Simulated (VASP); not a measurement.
# Fe (Pm-3m) in VASP: notebook, part 2 of 2

VASP 6.6.1.

## 3. Density of states, PBE, collinear spin, ferromagnetic start (volume scaled by 0.5)

Contents of POSCAR:

```
Fe
1.0
    1.8811302161      0.0000000000      0.0000000000
    0.0000000000      1.8811302161      0.0000000000
    0.0000000000      0.0000000000      1.8811302161
Fe
1
Direct
    0.0000000000      0.0000000000      0.0000000000
```

Contents of INCAR.step1:

```
SYSTEM = Fe
ALGO = Normal
EDIFF = 1E-7
ENCUT = 520
GGA = PE
ISIF = 2
ISMEAR = -1
ISPIN = 2
LASPH = .TRUE.
LCHARG = .TRUE.
LMAXMIX = 4
LREAL = .FALSE.
LWAVE = .FALSE.
MAGMOM = 2.5
NBANDS = 14
NELM = 150
PREC = Accurate
SIGMA = 0.1
```

Contents of KPOINTS.step1:

```
k-points
0
G
  18 18 18
  0 0 0
```

Contents of INCAR.step2:

```
SYSTEM = Fe
ALGO = Normal
EDIFF = 1E-7
ENCUT = 520
GGA = PE
ICHARG = 11
ISIF = 2
ISMEAR = -5
ISPIN = 2
LASPH = .TRUE.
LCHARG = .FALSE.
LMAXMIX = 4
LORBIT = 11
LREAL = .FALSE.
LWAVE = .FALSE.
MAGMOM = 2.5
NEDOS = 2001
NELM = 150
PREC = Accurate
SIGMA = 0.1
```

Contents of KPOINTS.step2:

```
k-points
0
G
  27 27 27
  0 0 0
```

Potentials or basis: VASP PAW PBE potentials, release 64 (Fe).

Launch:

```bash
$ cat potpaw_PBE.64/Fe/POTCAR > POTCAR
$ cp INCAR.step1 INCAR
$ cp KPOINTS.step1 KPOINTS
$ mpirun -np 1 vasp_std > vasp.out
$ cp INCAR.step2 INCAR
$ cp KPOINTS.step2 KPOINTS
$ mpirun -np 1 vasp_std > vasp.out
```

OUTCAR:

```text
SYSTEM = Fe
   EDIFF = 1E-7
   ENCUT = 520
   GGA = PE
   ICHARG = 11
   ISIF = 2
   ISMEAR = -5
   ISPIN = 2
   LASPH = .TRUE.
   LORBIT = 11
   LREAL = .FALSE.
   NELM = 150
   PREC = Accurate

 ion  position               nearest neighbor table
   1  0.000  0.000  0.000-

  LATTYP: Found a simple cubic cell.
 ALAT       =     1.8811302161

  Lattice vectors:

 A1 = (   1.8811302161,   0.0000000000,   0.0000000000)
 A2 = (   0.0000000000,   1.8811302161,   0.0000000000)
 A3 = (   0.0000000000,   0.0000000000,   1.8811302161)

Analysis of symmetry for initial positions (statically):
=====================================================================
 Subroutine PRICEL returns:
 Original cell was already a primitive cell.

 Routine SETGRP: Setting up the symmetry group for a
 simple cubic supercell.

 Subroutine GETGRP returns: Found 48 space group operations
 (whereof 48 operations were pure point group operations)
 out of a pool of 48 trial point group operations.

The static configuration has the point symmetry O_h .

Analysis of symmetry for dynamics (positions and initial velocities):
=====================================================================
 Subroutine PRICEL returns:
 Original cell was already a primitive cell.

 Routine SETGRP: Setting up the symmetry group for a
 simple cubic supercell.

 Subroutine GETGRP returns: Found 48 space group operations
 (whereof 48 operations were pure point group operations)
 out of a pool of 48 trial point group operations.

The dynamic configuration has the point symmetry O_h .

Analysis of structural, dynamic, and magnetic symmetry:
=====================================================================
 Subroutine PRICEL returns:
 Original cell was already a primitive cell.

 Routine SETGRP: Setting up the symmetry group for a
 simple cubic supercell.

 Subroutine GETGRP returns: Found 48 space group operations
 (whereof 48 operations were pure point group operations)
 out of a pool of 48 trial point group operations.

The overall configuration has the point symmetry O_h .
[... 143 lines left out ...]
  free energy    TOTEN  =        -3.51454296 eV

  energy without entropy =       -3.51454296  energy(sigma->0) =       -3.51454296

 E-fermi :  13.6991     XC(G=0): -16.2932

 val. band max:       13.7270531874   @ k =   0.4815   0.3333   0.2963
 cond. band min:      13.6658580019   @ k =   0.3704   0.3333   0.0000
 fundamental gap:     -0.0611951856
 Fermi energy:        13.6990890244

 spin component 1

 k-point     1 :       0.0000    0.0000    0.0000
  band No.  band energies     occupation
      1       1.9522      1.00000
      2       5.5544      1.00000
      3       5.5544      1.00000
      4      15.7497      0.00000
      5      15.7497      0.00000
      6      15.7497      0.00000
      7      42.7509      0.00000
      8      42.7509      0.00000
      9      42.7509      0.00000
[... 265 lines left out ...]
 k-point    24 :       0.3704    0.0370    0.0000
  band No.  band energies     occupation
      1       6.4610      1.00000
      2       6.7921      1.00000
      3      10.4295      1.00000
      4      12.5543      1.00000
      5      12.7477      1.00003
      6      15.9888      0.00000
      7      26.9798      0.00000
      8      43.6560      0.00000
      9      49.8793      0.00000

 [... further k-points ...]

 spin component 2

 k-point     1 :       0.0000    0.0000    0.0000
  band No.  band energies     occupation
      1       1.9522      1.00000
      2       5.5544      1.00000
      3       5.5544      1.00000
      4      15.7497      0.00000
      5      15.7497      0.00000
      6      15.7497      0.00000
      7      42.7509      0.00000
      8      42.7509      0.00000
      9      42.7509      0.00000
[... 265 lines left out ...]
 k-point    24 :       0.3704    0.0370    0.0000
  band No.  band energies     occupation
      1       6.4610      1.00000
      2       6.7921      1.00000
      3      10.4295      1.00000
      4      12.5542      1.00000
      5      12.7477      1.00003
      6      15.9887      0.00000
      7      26.9798      0.00000
      8      43.6560      0.00000
      9      49.7701      0.00000

 [... further k-points ...]
[... 5 lines left out ...]
  --------------------------------------------------------------------------------------
  -------------------------------------------------------------------------------------
  Total       15.8193424     15.8193424     15.8193424     -0.0000000     -0.0000000      0.0000000
  in kB     3807.5220839   3807.5220839   3807.5220839     -0.0000000     -0.0000000      0.0000000
  external PRESSURE =    3807.5220839 kB  Pullay stress =       0.0000000 kB

 VOLUME and BASIS-vectors are now :
 -----------------------------------------------------------------------------
  energy-cutoff  :      520.00
  volume of cell :        6.66
      direct lattice vectors                 reciprocal lattice vectors
     1.881130216  0.000000000  0.000000000     0.531595310  0.000000000  0.000000000
     0.000000000  1.881130216  0.000000000     0.000000000  0.531595310  0.000000000
     0.000000000  0.000000000  1.881130216     0.000000000  0.000000000  0.531595310

 POSITION                                       TOTAL-FORCE (eV/Angst)
 -----------------------------------------------------------------------------------
      0.00000      0.00000      0.00000         0.000000      0.000000      0.000000
 -----------------------------------------------------------------------------------
    total drift:                               -0.000000     -0.000000     -0.000000

  FREE ENERGIE OF THE ION-ELECTRON SYSTEM (eV)
  ---------------------------------------------------
  free  energy   TOTEN  =        -3.5145429591 eV

  energy  without entropy=       -3.5145429591  energy(sigma->0) =       -3.51454296

 total charge

# of ion       s       p       d       tot
------------------------------------------
    1        0.795   1.003   7.443   9.241

 magnetization (x)

# of ion       s       p       d       tot
------------------------------------------
    1        0.000   0.000  -0.000  -0.000
```

Run time: 46 s. Hardware: 1 thread of Intel Xeon Platinum 8259CL at 2.50GHz (Skylake/Cascade Lake), shared host; peak memory 0.19 GiB.

What came out:

```yaml
Net_moment: 0.00 μB per cell
```

Caveat: the starting moments collapsed, and a magnetic state may lie lower; tetrahedron occupations give inexact forces and stress in metals.

## 4. Density of states, PBE, collinear spin, ferromagnetic start (volume scaled by 0.43)

Contents of POSCAR:

```
Fe
1.0
    1.7888956576      0.0000000000      0.0000000000
    0.0000000000      1.7888956576      0.0000000000
    0.0000000000      0.0000000000      1.7888956576
Fe
1
Direct
    0.0000000000      0.0000000000      0.0000000000
```

Contents of INCAR.step1:

```
SYSTEM = Fe
PREC     = Accurate       ! precision mode
ENCUT    = 520            ! plane-wave cutoff, eV
EDIFF    = 1E-6           ! SCF threshold, eV
ISMEAR   = -1             ! smearing method
SIGMA    = 0.1            ! smearing width, eV
LREAL    = .False.        ! projectors in reciprocal space
LASPH    = .True.         ! aspherical terms in the spheres
NELM     = 200            ! most SCF steps
ALGO     = Normal         ! electronic algorithm
ISIF     = 2              ! what is computed and relaxed
LWAVE    = .False.        ! write WAVECAR
LCHARG   = .True.         ! write CHGCAR
ISPIN    = 2              ! spin polarisation
MAGMOM   = 2.5            ! initial moments
LMAXMIX  = 4              ! l up to which the mixer works
GGA      = PE             ! functional
NBANDS   = 18             ! bands
GGA_COMPAT= .False.      
NEDOS    = 2001           ! points of the DOS
LORBIT   = 11             ! projections on sites
```

Contents of KPOINTS.step1:

```
regular mesh
0
Gamma
  18 18 18
  0 0 0
```

Contents of INCAR.step2:

```
SYSTEM = Fe
PREC     = Accurate       ! precision mode
ENCUT    = 520            ! plane-wave cutoff, eV
EDIFF    = 1E-6           ! SCF threshold, eV
ISMEAR   = -5             ! smearing method
SIGMA    = 0.1            ! smearing width, eV
LREAL    = .False.        ! projectors in reciprocal space
LASPH    = .True.         ! aspherical terms in the spheres
NELM     = 200            ! most SCF steps
ALGO     = Normal         ! electronic algorithm
ISIF     = 2              ! what is computed and relaxed
LWAVE    = .False.        ! write WAVECAR
LCHARG   = .False.        ! write CHGCAR
ISPIN    = 2              ! spin polarisation
MAGMOM   = 2.5            ! initial moments
LORBIT   = 10             ! projections on sites
LMAXMIX  = 4              ! l up to which the mixer works
GGA      = PE             ! functional
NEDOS    = 1001           ! points of the DOS
ICHARG   = 11             ! starting density
GGA_COMPAT= .False.
```

Contents of KPOINTS.step2:

```
regular mesh
0
Gamma
  27 27 27
  0 0 0
```

Potentials or basis: VASP PAW PBE potentials, release 64 (Fe_sv).

Launch:

```bash
$ cat potpaw_PBE.64/Fe_sv/POTCAR > POTCAR
$ cp INCAR.step1 INCAR
$ cp KPOINTS.step1 KPOINTS
$ mpirun -np 1 vasp_std > vasp.out
$ cp INCAR.step2 INCAR
$ cp KPOINTS.step2 KPOINTS
$ mpirun -np 1 vasp_std > vasp.out
```

It took 35 s on 1 thread of Intel Xeon 6975P-C (Granite Rapids), shared host; peak memory 0.2 GiB.

Results (log left out):

```
Net moment                                            : 0.00 μB per cell
Valence electrons inside the program's atomic spheres : Fe 14.95
```

Levels at points of the mesh, in eV from the Fermi level:
Spin up:
```csv
k point,band 4,band 5,band 6,band 7,band 8,band 9,band 10,band 11,band 12,band 13
"(0.00, 0.00, 0.00)",-53.36,-12.22,-9.87,-9.87,2.45,2.45,2.45,31.27,31.27,31.27
```
Spin down:
```
           k point  band 4  band 5  band 6  band 7  band 8  band 9  band 10  band 11  band 12  band 13
(0.00, 0.00, 0.00)  -53.36  -12.22   -9.87   -9.87    2.45    2.45     2.45    31.27    31.27    31.27
```

Caveat: the starting moments collapsed, and a magnetic state may lie lower; tetrahedron occupations give inexact forces and stress in metals.
